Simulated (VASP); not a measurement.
Be2Se, 3 atoms in the cell. Symmetry: F-43m, No. 216, cubic system. The conventional cell has a = 5.533 Å, b = 5.533 Å, c = 5.533 Å, α = 90.00°, β = 90.00°, γ = 90.00°. Be (site symmetry -43m) has 4 Be at 2.40 Å and 4 Se at 2.40 Å within 3.2 Å. Within 3.2 Å of Be (site symmetry -43m) lie 4 Be at 2.40 Å and 6 Se at 2.77 Å. Within 3.2 Å of Se (site symmetry -43m) lie 10 Be at 2.40 to 2.77 Å. The cell was generated, and may not be a known phase.

- Program: VASP 6.6.1
- Task: relaxation of cell and atoms
- Functional: PBE
- Potentials or basis: VASP PAW PBE potentials, release 64 (Be, Se)
- Cutoff: 600 eV
- k mesh: 12 × 12 × 12
- Occupations: gaussian, width 0.01 eV
- Spin: no spin polarisation
- Dipole correction: no
- Further INCAR settings: ALGO = Normal; EDIFF = 1e-06; IBRION = 2; EDIFFG = -0.01; NSW = 100; ISIF = 3

Potentials or basis: VASP PAW PBE potentials, release 64 (Be, Se).

Launch:

```sh
$ cat potpaw_PBE.64/Be/POTCAR potpaw_PBE.64/Se/POTCAR > POTCAR
$ mpirun -np 1 vasp_std > vasp.out
```

Hardware: 1 thread of Intel(R) Xeon(R) 6975P-C (Granite Rapids) (shared host).

**Question.** How long does it take, and how much memory?

**Answer.** It took 28 s on 1 thread of Intel(R) Xeon(R) 6975P-C (Granite Rapids), on a shared host, peak memory 0.21 GiB. Counts: scf iterations 23, k points 72, ion steps 3.
